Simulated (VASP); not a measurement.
Here is a VASP 6.6.1 calculation.

The input INCAR:

```
ALGO = Normal ; EDIFF = 1E-6
ENCUT = 500 ; GGA = PE
GGA_COMPAT = False ; ISIF = 2
ISMEAR = 0 ; LASPH = True
LCHARG = False ; LMAXMIX = 6
LREAL = False ; LWAVE = False
NBANDS = 32 ; NELM = 200
PREC = Accurate ; SIGMA = 0.2
```

Contents of KPOINTS:

```
k-points
0
Gamma
  3 3 3
```

POSCAR

```
Ba4Er
1.0
   -4.3097427705      4.3097427705      4.3097427705
    4.3097427705     -4.3097427705      4.3097427705
    4.3097427705      4.3097427705     -4.3097427705
Ba Er
4 1
Direct
    0.4931080957      0.4931080957      0.4931080957
    0.5068919043      0.0000000000      0.0000000000
    0.0000000000      0.0000000000      0.5068919043
    0.0000000000      0.5068919043      0.0000000000
    0.0000000000      0.0000000000      0.0000000000
```

Potentials or basis: VASP PAW PBE potentials, release 64 (Ba_sv, Er_3), 4f in core.

Run with:

```bash
$ cat potpaw_PBE.64/Ba_sv/POTCAR potpaw_PBE.64/Er_3/POTCAR > POTCAR
$ mpirun -np 1 vasp_std > vasp.out
```

(1) Predict the largest force.

(2) Predict the pressure.

(3) Estimate the band gap on the k mesh.

Results:

(1) 0.070 eV/Å.

(2) 0.1 GPa.

(3) zero (an odd number of electrons rules out a gap without spin polarisation).

Caveat: spin-orbit coupling is left out, which moves the levels of the heavy elements; the 4f electrons are frozen in the core, so they carry no moment and show no levels.
